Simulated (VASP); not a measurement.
Write the native input for VASP 6.6.1 that does the following.

```
Task                   : electric field gradients
Functional             : PBE
Potentials or basis    : VASP PAW PBE potentials, release 64 (Co, O)
Cutoff                 : 520 eV
k mesh                 : 15 × 15 × 15
Occupations            : fermi-dirac, width 0.05 eV
Spin                   : collinear spin, ferromagnetic start
Starting moments       : [2.0, 0.0] μB
Dipole correction      : no
Further INCAR settings : ALGO = Normal; EDIFF = 1e-08; NBANDS = 18
```

The structure of CoO lies in POSCAR:

```
CoO
1.0
    0.0213150000      2.1421575000      2.1421575000
    2.1421575000      0.0213150000      2.1421575000
    2.1421575000      2.1421575000      0.0213150000
Co O
1 1
Direct
    0.0000000000      0.0000000000      0.0000000000
    0.5000000000      0.5000000000      0.5000000000
```

This cell differs from its parent crystal: equal xy, yz and zx shear strains of +1 %.

One way to write it, as run:

INCAR

```
SYSTEM = CoO
ALGO = Normal
EDIFF = 1E-8
ENCUT = 520
GGA = PE
ISIF = 2
ISMEAR = -1
ISPIN = 2
LASPH = .TRUE.
LCHARG = .FALSE.
LEFG = .TRUE.
LMAXMIX = 4
LORBIT = 11
LREAL = .FALSE.
LWAVE = .FALSE.
MAGMOM = 2 0
NBANDS = 18
NELM = 150
PREC = Accurate
SIGMA = 0.05
```

KPOINTS

```
k-points
0
G
  15 15 15
  0 0 0
```

Potentials or basis: VASP PAW PBE potentials, release 64 (Co, O).

Command:

```sh
$ cat potpaw_PBE.64/Co/POTCAR potpaw_PBE.64/O/POTCAR > POTCAR
$ mpirun -np 1 vasp_std > vasp.out
```

It gave:

```yaml
Pressure: -2.3 GPa
Net_moment: 2.91 μB per cell
Site_moments: Co +2.56; O +0.30 μB
Largest_electric_field_gradient_by_atom: Co +6.4; O +3.5 V/Å²
Valence_electrons_inside_the_program's_atomic_spheres: Co 7.79; O 4.98
```

Caveat: the cell differs from its parent crystal (equal xy, yz and zx shear strains of +1 %); without QUAD_EFG the Cq values of the log hold for a quadrupole moment of 1 mb, not for the nuclei; a cell with one magnetic atom can't hold antiferromagnetic order, which such compounds often take.

Run time: 8.5 min on 1 thread of Oxide Virtual Turin-like Processor (shared host), peak memory 0.26 GiB.
